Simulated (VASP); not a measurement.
# Ba4Er (R3m) in VASP: relaxation of cell and atoms with PBE

Aim: the relaxation of cell and atoms of Ba4Er with PBE.

All numbers are computed with VASP 6.6.1; they aren't measurements. Logs are shortened: lines on timing, memory, paths and dates and some standing lists are left out, and cuts for length are marked.

## (1) The cell of the first run

Symmetry: R3m, No. 160, trigonal system. Conventional cell: a = 8.129 Å, b = 8.129 Å, c = 14.753 Å, α = 90.00°, β = 90.00°, γ = 120.00°. Ba (site symmetry m) has 3 Er at 3.84 to 4.46 Å and 7 Ba at 3.99 to 4.41 Å within 5.0 Å. Within 4.9 Å of Ba (site symmetry 3m) lie 4 Er at 3.56 to 4.88 Å and 9 Ba at 3.99 to 4.41 Å. Er (site symmetry 3m) has 13 Ba at 3.56 to 4.88 Å within 4.9 Å.

The cell was generated, and may not be a known phase.

## (2) Relaxation of cell and atoms, PBE

Contents of INCAR:

```
SYSTEM = Ba4Er
PREC = Accurate
ENCUT = 500
EDIFF = 1E-7
ISMEAR = 0
SIGMA = 0.1
LREAL = .FALSE.
LASPH = .TRUE.
NELM = 200
ALGO = Normal
ISIF = 3
LWAVE = .FALSE.
LCHARG = .FALSE.
GGA = PE
IBRION = 2
NSW = 100
EDIFFG = -0.01
GGA_COMPAT = .FALSE.
NELMIN = 4
LMAXMIX = 6
```

Contents of KPOINTS:

```
Automatic mesh
0
G
  6 6 6
  0 0 0
```

Contents of POSCAR:

```
Ba4Er
1.0
    4.0643599275      2.3465592982      4.9175674062
   -4.0643599275      2.3465592982      4.9175674062
    0.0000000000     -4.6931185965      4.9175674062
Ba Er
4 1
Direct
    0.5234025084      0.0158126834      0.5234025084
    0.5234025084      0.5234025084      0.0158126834
    0.0158126834      0.5234025084      0.5234025084
    0.1370854362      0.1370854362      0.1370854362
    0.8956118635      0.8956118635      0.8956118635
```

Potentials or basis: VASP PAW PBE potentials, release 64 (Ba_sv, Er_3), 4f in core.

On the command line:

```console
$ cat potpaw_PBE.64/Ba_sv/POTCAR potpaw_PBE.64/Er_3/POTCAR > POTCAR
$ mpirun -np 1 vasp_std > vasp.out
```

OUTCAR:

```text
SYSTEM = Ba4Er
   PREC = Accurate
   ENCUT = 500
   EDIFF = 1E-7
   ISMEAR = 0
   LREAL = .FALSE.
   LASPH = .TRUE.
   NELM = 200
   ISIF = 3
   GGA = PE
   IBRION = 2
   NSW = 100
   EDIFFG = -0.01
   NELMIN = 4

 ion  position               nearest neighbor table
   1  0.523  0.016  0.523-   5 3.84   4 3.99   3 4.00   2 4.00   3 4.13   2 4.13   4 4.41   4 4.41

   2  0.523  0.523  0.016-   5 3.84   4 3.99   1 4.00   3 4.00   1 4.13   3 4.13   4 4.41   4 4.41

   3  0.016  0.523  0.523-   5 3.84   4 3.99   1 4.00   2 4.00   1 4.13   2 4.13   4 4.41   4 4.41

   4  0.137  0.137  0.137-   5 3.56   2 3.99   3 3.99   1 3.99   3 4.41   1 4.41   2 4.41   2 4.41
                             1 4.41   3 4.41
   5  0.896  0.896  0.896-   4 3.56   2 3.84   3 3.84   1 3.84

  LATTYP: Found a trigonal (rhomboedric) cell.
 ALAT       =     6.7976342469
 COS(alpha) =     0.2850120364

  Lattice vectors:

 A1 = (   4.0643599275,   2.3465592982,   4.9175674062)
 A2 = (  -4.0643599275,   2.3465592982,   4.9175674062)
 A3 = (   0.0000000000,  -4.6931185965,   4.9175674062)

Analysis of symmetry for initial positions (statically):
=====================================================================
 Subroutine PRICEL returns:
 Original cell was already a primitive cell.

 Routine SETGRP: Setting up the symmetry group for a
 trigonal (rhombohedral) supercell.

 Subroutine GETGRP returns: Found  6 space group operations
 (whereof  6 operations were pure point group operations)
 out of a pool of 12 trial point group operations.

The static configuration has the point symmetry C_3v.

Analysis of symmetry for dynamics (positions and initial velocities):
=====================================================================
 Subroutine PRICEL returns:
 Original cell was already a primitive cell.

 Routine SETGRP: Setting up the symmetry group for a
 trigonal (rhombohedral) supercell.

 Subroutine GETGRP returns: Found  6 space group operations
 (whereof  6 operations were pure point group operations)
 out of a pool of 12 trial point group operations.

The dynamic configuration has the point symmetry C_3v.

 Subroutine INISYM returns: Found  6 space group operations
 (whereof  6 operations are pure point group operations),
 and found     1 'primitive' translations

----------------------------------------------------------------------------------------

                                     Primitive cell
[... 120 lines left out ...]
  Thomas-Fermi vector in A             =   2.038777
   LORBIT       =      0    0 simple, 1 ext, 2 COOP (PROOUT), +10 PAW based schemes
   GGA     = PE    functional components
   LHFCALC =     F    Hartree Fock is set to
   AEXX    =    0.0000 exact exchange contribution
   IVDW    =     0    specifies the selected vdW correction
   LEPSILON=     F    determine dielectric tensor
   LRPA    =     F    only Hartree local field effects (RPA)
 conjugate gradient relaxation of ions
 non-spin polarized calculation
 Gauss-broadening in eV      SIGMA  =   0.10
  energy-cutoff  :      500.00
  volume of cell :      281.40
 maximum number of plane-waves:      7179
 NGX is ok and might be reduce to    50
   NGX = 25   NGY = 25   NGZ = 25

--------------------------------------- Ionic step        1  -------------------------------------------

 number of electron      49.0000003 magnetization

 Free energy of the ion-electron system (eV)
  ---------------------------------------------------
  ext. energy  EPLUGINS =         0.00000000
  ---------------------------------------------------
  free energy    TOTEN  =       -10.40426287 eV

  energy without entropy =      -10.35180422  energy(sigma->0) =      -10.37803355

------------------------ aborting loop because EDIFF is reached ----------------------------------------

  FORCE on cell =-STRESS in cart. coord.  units (eV):
  Direction    XX          YY          ZZ          XY          YZ          ZX
  --------------------------------------------------------------------------------------
  -------------------------------------------------------------------------------------
  Total        0.2137671      0.2137671      0.7092864      0.0000000     -0.0000000      0.0000000
  in kB        1.2170999      1.2170999      4.0383777      0.0000000     -0.0000000      0.0000000
  external PRESSURE =       2.1575258 kB  Pullay stress =       0.0000000 kB
[... 98 lines left out ...]
  FREE ENERGIE OF THE ION-ELECTRON SYSTEM (eV)
  ---------------------------------------------------
  free  energy   TOTEN  =       -10.4105018317 eV

  energy  without entropy=      -10.3576940316  energy(sigma->0) =      -10.38409793

[... ionic steps 4 to 7 ...]

--------------------------------------- Ionic step        8  -------------------------------------------

 number of electron      49.0000001 magnetization

------------------------ aborting loop because EDIFF is reached ----------------------------------------
[... 73 lines left out ...]
--------------------------------------- Ionic step       10  -------------------------------------------

 number of electron      49.0000001 magnetization

 Free energy of the ion-electron system (eV)
  ---------------------------------------------------
  ext. energy  EPLUGINS =         0.00000000
  ---------------------------------------------------
  free energy    TOTEN  =       -10.41118089 eV

  energy without entropy =      -10.35907024  energy(sigma->0) =      -10.38512556

 E-fermi :   1.6916     XC(G=0):  -7.6319

 val. band max:        1.6869501097   @ k =   0.5000   0.5000   0.0000
 cond. band min:       1.6937168060   @ k =   0.5000   0.1667   0.1667
 fundamental gap:      0.0067666962
 Fermi energy:         1.6915801047

 k-point     1 :       0.0000    0.0000    0.0000
  band No.  band energies     occupation
      1     -27.0263      2.00000
      2     -26.9444      2.00000
      3     -26.9444      2.00000
      4     -26.9425      2.00000
      5     -24.4347      2.00000
      6     -24.4347      2.00000
[... 757 lines left out ...]
     28       2.1739      0.00000
     29       2.4204      0.00000

 [... further k-points ...]

------------------------ aborting loop because EDIFF is reached ----------------------------------------

  FORCE on cell =-STRESS in cart. coord.  units (eV):
  Direction    XX          YY          ZZ          XY          YZ          ZX
  --------------------------------------------------------------------------------------
  -------------------------------------------------------------------------------------
  Total        0.0022477      0.0022477     -0.0022334      0.0000000      0.0000000      0.0000000
  in kB        0.0125488      0.0125488     -0.0124691      0.0000000      0.0000000      0.0000000
  external PRESSURE =       0.0042095 kB  Pullay stress =       0.0000000 kB
[... 20 lines left out ...]
  FREE ENERGIE OF THE ION-ELECTRON SYSTEM (eV)
  ---------------------------------------------------
  free  energy   TOTEN  =       -10.4111808857 eV

  energy  without entropy=      -10.3590702356  energy(sigma->0) =      -10.38512556

 reached required accuracy - stopping structural energy minimisation
```

It took 22 min on 1 thread of Intel Xeon Platinum 8488C (Sapphire Rapids), shared host; peak memory 0.52 GiB.

What came out:

```yaml
Free_energy: -10.4112 eV
Relaxed_volume: 57.40 Å³/atom
Relaxed_cell: a = 6.863 Å, b = 6.863 Å, c = 6.863 Å, α = 72.74°, β = 72.74°, γ = 72.74°
Space_group_after_relaxing_to_0.1_Å: R3m (No. 160)
Energy_gained_by_relaxing: 1.4 meV/atom
Ionic_steps: 10
Pressure_after_relaxing: 0.0 GPa
Band_gap_on_the_k_mesh: zero (an odd number of electrons rules out a gap without spin polarisation)
```

Forces in eV/Å, atoms in the order of the input:
```
Ba   0.002 -0.001 -0.001
Ba   0.000  0.002 -0.001
Ba  -0.002 -0.001 -0.001
Ba   0.000  0.000  0.001
Er   0.000  0.000  0.003
```

Step by step:
```tsv
step	energy change (eV)	largest force (eV/Å)	pressure (GPa)	volume (Å³)
1	0.0000	0.0511	0.22	281.40
2	-0.0045	0.0448	0.10	284.50
3	-0.0062	0.0375	-0.03	288.13
4	-0.0062	0.0378	-0.03	288.00
5	-0.0065	0.0335	-0.02	287.66
6	-0.0068	0.0276	0.00	287.21
7	-0.0066	0.0156	0.02	286.31
8	-0.0068	0.0234	0.00	286.91
9	-0.0069	0.0137	0.00	286.94
10	-0.0069	0.0029	0.00	286.98
```

Final structure:
```
Ba Er
1.0
     4.06989    2.34975    5.00145
    -4.06989    2.34975    5.00145
     0.00000   -4.69951    5.00145
Ba Er
4 1
Direct
  0.52290 0.01571 0.52290
  0.52290 0.52290 0.01571
  0.01571 0.52290 0.52290
  0.13696 0.13696 0.13696
  0.89685 0.89685 0.89685
```

Caveat: spin-orbit coupling is left out, which moves the levels of the heavy elements; the 4f electrons are frozen in the core, so they carry no moment and show no levels.
